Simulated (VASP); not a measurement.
The system is SrCl2.

```xyz
3
Lattice="0.0000 3.4884 3.4884 3.4884 0.0000 3.4884 3.4884 3.4884 0.0000" Properties=species:S:1:pos:R:3 pbc="T T T"
Sr    0.0000    0.0000    0.0000
Cl    1.7442    1.7442    1.7442
Cl    5.2325    5.2325    5.2325
```

Base run:

* Program: VASP 6.6.1
* Functional: RPBE
* Potentials or basis: VASP PAW PBE potentials, release 64 (Sr_sv, Cl)
* Cutoff: 500 eV
* k mesh: 5 × 5 × 5, shifted
* Occupations: gaussian, width 0.01 eV
* Spin: no spin polarisation

Its results: band gap on the k mesh 5.94 eV; pressure 3.0 GPa.

The run is repeated on the same cell with these changes: functional from RPBE to BLYP. What comes out?

Band gap on the k mesh 5.70 eV (least direct gap 5.71 eV); pressure 2.7 GPa.

Caveats: the PAW data sets were made with another functional, which shifts forces and pressure a little; a shifted mesh leaves out Γ, where band edges can lie; the cell stands under pressure (at least some runs).

A k mesh can miss the band edges.
